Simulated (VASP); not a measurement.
Ti: single point with PBEsol

The system is Ti.

```
Ti
1.0
    -1.56716    1.56716    1.64100
     1.56716   -1.56716    1.64100
     1.56716    1.56716   -1.64100
Ti
1
Direct
  0.00000 0.00000 0.00000
```

This cell differs from its parent crystal: strain -0.0450 x Voigt [1, 1, 0, 0, 0, 0].

| Property | Result |
| --- | --- |
| Program | VASP 6.6.1 |
| Task | single point |
| Functional | PBEsol |
| Potentials or basis | VASP PAW PBE potentials, release 64 (Ti_sv) |
| Cutoff | 520 eV |
| k mesh | 20 × 20 × 20 |
| Occupations | gaussian, width 0.15 eV |
| Spin | no spin polarisation |

```
Pressure               : 2.8 GPa
Band gap on the k mesh : zero (bands 6 and 7 overlap by 1.68 eV)
```

Stress tensor (GPa, compression positive):
```
2.60 0.00 0.00
0.00 2.60 0.00
0.00 0.00 3.29
```

Levels at points of the mesh, in eV from the Fermi level:
```
           k point  band 3  band 4  band 5  band 6  band 7  band 8  band 9  band 10
(0.00, 0.00, 0.00)  -32.02  -32.01   -6.11    0.94    0.94    1.28    2.76     3.17
(0.50, 0.00, 0.00)  -32.27  -32.02   -2.65   -0.34    1.29    2.76    3.39     4.67
(0.50, 0.50, 0.00)  -32.30  -32.05   -2.67   -0.77    1.62    3.25    3.50     4.74
(0.50, 0.50, 0.50)  -32.57  -32.57   -2.44   -2.30    4.25    4.34    4.34     8.10
```

Wall time 50 s on 1 thread of AMD EPYC 9R45 96-Core Processor (Zen 5) (shared host), peak memory 0.21 GiB.

Caveat: the cell differs from its parent crystal (strain -0.0450 x Voigt [1, 1, 0, 0, 0, 0]); the PAW data sets were made with another functional, which shifts forces and pressure a little.
